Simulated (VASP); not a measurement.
Runs of VASP 6.6.1 on Bi. Symmetry: R-3m, No. 166, trigonal system. Conventional cell: a = 4.535 Å, b = 4.535 Å, c = 12.350 Å, α = 90.00°, β = 90.00°, γ = 120.00°. Within 4.0 Å of Bi (site symmetry 3m) lie 6 Bi at 3.07 to 3.63 Å. 

| k mesh | smearing | gap on the mesh (eV) | pressure (GPa) | largest force (eV/Å) |
| --- | --- | --- | --- | --- |
| 9 × 9 × 9 | fermi-dirac 0.1 eV | - | 0.0 | 0.01 |
| 7 × 7 × 7 | fermi-dirac 0.1 eV | (a) | -0.1 | 0.01 |
| 9 × 9 × 9 | fermi-dirac 0.01 eV | 0.05 | 0.0 | - |
| 9 × 9 × 9 | fermi-dirac 0.03 eV | 0.05 | 0.0 | 0.01 |

Alike in all rows: task single point; level r2SCAN; potentials or basis VASP PAW PBE potentials, release 64 (Bi_d); no spin polarisation; cell as given; cutoff (eV) 520.

Problem. Fill in the values left out.

Solution. (a) 0.09.

Caveats: the PAW data sets were made with another functional, which shifts forces and pressure a little; spin-orbit coupling is left out, which moves the levels of the heavy elements.

A k mesh can miss the band edges, and the runs leave out spin-orbit coupling on Bi.
